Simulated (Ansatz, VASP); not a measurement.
## One calculation of SnSe, two programs

INCAR

```
SYSTEM = SnSe
ALGO = Normal
EDIFF = 1E-6
ENCUT = 520
GGA = CA
ISIF = 2
ISMEAR = 0
LASPH = .TRUE.
LCHARG = .TRUE.
LELF = .TRUE.
LREAL = .FALSE.
LVHAR = .TRUE.
LWAVE = .FALSE.
NBANDS = 17
NELM = 80
PREC = Accurate
SIGMA = 0.05
```

The input KPOINTS:

```
k-points
0
G
  8 8 8
  0 0 0
```

POSCAR

```
SnSe
1.0
    0.0000000000      3.1605000000      2.8595000000
    3.1605000000      0.0000000000      2.8595000000
    3.1605000000      3.1605000000      0.0000000000
Sn Se
1 1
Direct
    0.0000000000      0.0000000000      0.0000000000
    0.5000000000      0.5000000000      0.5000000000
```

Input for Ansatz:

```yaml
crystal:
  lattice:
    - [0.0, 3.1605, 2.8595]
    - [3.1605, 0.0, 2.8595]
    - [3.1605, 3.1605, 0.0]
  atoms:
    - { symbol: Sn, position: [0.0, 0.0, 0.0] }
    - { symbol: Se, position: [0.5, 0.5, 0.5] }
basis:
  ecutwfc: 420
kpoints:
  mp_grid: { grid: [8, 8, 8] }
hamiltonian:
  xc: lda
scf:
  occupations: { method: gaussian, width: 0.05 }
output:
  forces: true
  stress: true
  eigenvalues: true
```

Change from the starting cell: strain +0.050 along x and y, -0.050 along z, atoms carried along.

Alike in both runs: task single point; functional LDA; k mesh 8 × 8 × 8; occupations gaussian, width 0.05 eV; no spin polarisation.

```csv
,VASP,Ansatz
version,VASP 6.6.1,Ansatz 0.2.0
potentials or method,"VASP PAW LDA potentials, release 64 (Sn_d, Se), cutoff 520 eV","scalar-relativistic, plane waves, PAW"
valence electrons in the cell,20,30
```

```csv
,VASP,Ansatz,Ansatz less VASP
gap on the k mesh at the Fermi level (eV),0.52,0.52,+0.008
least direct gap on the mesh (eV),0.52,0.52,+0.008
pressure (GPa),-3.9,-4.0,-0.07
"traceless stress, the component that is largest in VASP (GPa)",7.13,7.07,-0.064
```

LDA's correlation is that of Perdew and Zunger in VASP and of Perdew and Wang (1992) in Ansatz. VASP's potentials hold 20 valence electrons a cell and Ansatz's 30, so a difference there can come from the potentials and not from the codes.
